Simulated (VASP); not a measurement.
Here is a VASP 6.6.1 calculation.

File INCAR:

```
SYSTEM = TaSi2
  PREC = Accurate
  ENCUT = 520
  EDIFF = 1E-7
  ISMEAR = 0
  SIGMA = 0.15
  LREAL = .FALSE.
  LASPH = .TRUE.
  NELM = 100
  ALGO = Normal
  ISIF = 2
  LWAVE = .FALSE.
  LCHARG = .FALSE.
  GGA = PS
  NBANDS = 38
```

Contents of KPOINTS:

```
Automatic mesh
0
G
  12 12 6
  0 0 0
```

File POSCAR:

```
TaSi2
1.0
    4.7609902391      0.0000000000      0.0000000000
   -2.3804951195      4.1231384942      0.0000000000
    0.0000000000      0.0000000000      6.5561430408
Ta Si
3 6
Direct
    0.5090950134      0.0181900269      0.0000000000
    0.5090950134      0.4909049866      0.6666666667
   -0.0181900269      0.4909049866      0.3333333333
    0.1661699380      0.3323398759      0.0000000000
    0.8476044303      0.1523955697      0.6666666667
    0.6676601241      0.8338300620      0.3333333333
    0.8476044303      0.6952088606      0.0000000000
    0.1661699380      0.8338300620      0.6666666667
    0.3047911394      0.1523955697      0.3333333333
```

Potentials or basis: VASP PAW PBE potentials, release 64 (Ta_pv, Si).

Command:

```sh
$ cat potpaw_PBE.64/Ta_pv/POTCAR potpaw_PBE.64/Si/POTCAR > POTCAR
$ mpirun -np 1 vasp_std > vasp.out
```

**Question.** Estimate the largest force.

**Answer.** 0.575 eV/Å.

**Question.** What does it give for the pressure?

**Answer.** 0.4 GPa.

Forces on the atoms (eV/Å):
```
Ta   0.000 -0.575  0.000
Ta  -0.498  0.287  0.000
Ta   0.498  0.287  0.000
Si   0.000 -0.047  0.000
Si  -0.076  0.044  0.000
Si   0.041  0.024  0.000
Si   0.000 -0.088  0.000
Si  -0.041  0.024  0.000
Si   0.076  0.044  0.000
```

Caveat: the cell differs from its parent crystal (mode 4 (106.9 1/cm) frozen in, largest displacement +0.075 Å); the PAW data sets were made with another functional, which shifts forces and pressure a little.
